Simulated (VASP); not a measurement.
Write the native input for VASP 6.6.1 that does the following.

| Quantity | Value |
| --- | --- |
| Task | single point |
| Functional | PBE |
| Potentials or basis | VASP PAW PBE potentials, release 64 (Lu, Au) |
| Cutoff | 520 eV |
| k mesh | 12 × 12 × 12 |
| Occupations | gaussian, width 0.1 eV |
| Spin | no spin polarisation |
| Dipole correction | no |
| Further INCAR settings | ALGO = Normal; EDIFF = 1e-06; NBANDS = 51 |

The structure of Lu3Au lies in POSCAR:

```
Lu3Au
1.0
   -3.0252445272      3.0252445272      3.0252445272
    3.0252445272     -3.0252445272      3.0252445272
    3.0252445272      3.0252445272     -3.0252445272
Lu Au
3 1
Direct
    0.0000000000      0.5000000000      0.5000000000
    0.5000000000      0.0000000000      0.5000000000
    0.5000000000      0.5000000000      0.0000000000
    0.0000000000      0.0000000000      0.0000000000
```

These files were run (other wordings do the same):

INCAR

```
PREC = Accurate
ENCUT = 520
EDIFF = 1E-6
ISMEAR = 0
SIGMA = 0.1
LREAL = False
LASPH = True
NELM = 100
ALGO = Normal
ISIF = 2
LWAVE = False
LCHARG = False
GGA = PE
NBANDS = 51
```

KPOINTS

```
regular mesh
0
Gamma
  12 12 12
```

Potentials or basis: VASP PAW PBE potentials, release 64 (Lu, Au).

Command:

```console
$ cat potpaw_PBE.64/Lu/POTCAR potpaw_PBE.64/Au/POTCAR > POTCAR
$ mpirun -np 1 vasp_std > vasp.out
```

Results of the run:

```
Pressure               : 0.2 GPa
Band gap on the k mesh : zero (band 43 reaches 4.43 eV, above the bottom of band 44 at 2.54 eV)
```

Caveat: spin-orbit coupling is left out, which moves the levels of the heavy elements.

Run time: 3.6 min on 1 thread of Intel(R) Xeon(R) 6975P-C (Granite Rapids), on a shared host, peak memory 0.48 GiB.
